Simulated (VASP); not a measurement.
Input of a VASP 6.6.1 run:

The input INCAR:

```
  PREC = Accurate
  ENCUT = 520
  EDIFF = 1E-6
  ISMEAR = -1
  SIGMA = 0.05
  LREAL = F
  LASPH = T
  NELM = 150
  ALGO = Normal
  ISIF = 2
  LWAVE = F
  LCHARG = F
  ISPIN = 2
  MAGMOM = 3.8
  LORBIT = 11
  NUPDOWN = 3.8
  LMAXMIX = 4
  GGA = PS
  NBANDS = 16
```

KPOINTS

```
regular mesh
0
Gamma
  10 10 10
```

POSCAR

```
Cr
1.0
   -1.4844496776      1.4844496776      1.4844496776
    1.4844496776     -1.4844496776      1.4844496776
    1.4844496776      1.4844496776     -1.4844496776
Cr
1
Direct
    0.0000000000      0.0000000000      0.0000000000
```

Potentials or basis: VASP PAW PBE potentials, release 64 (Cr_pv).

Run with:

```console
$ cat potpaw_PBE.64/Cr_pv/POTCAR > POTCAR
$ mpirun -np 1 vasp_std > vasp.out
```

**Question.** Estimate the pressure.

**Answer.** 40.2 GPa.

Caveat: the PAW data sets were made with another functional, which shifts forces and pressure a little; the total moment is fixed, so each spin has its own Fermi level.
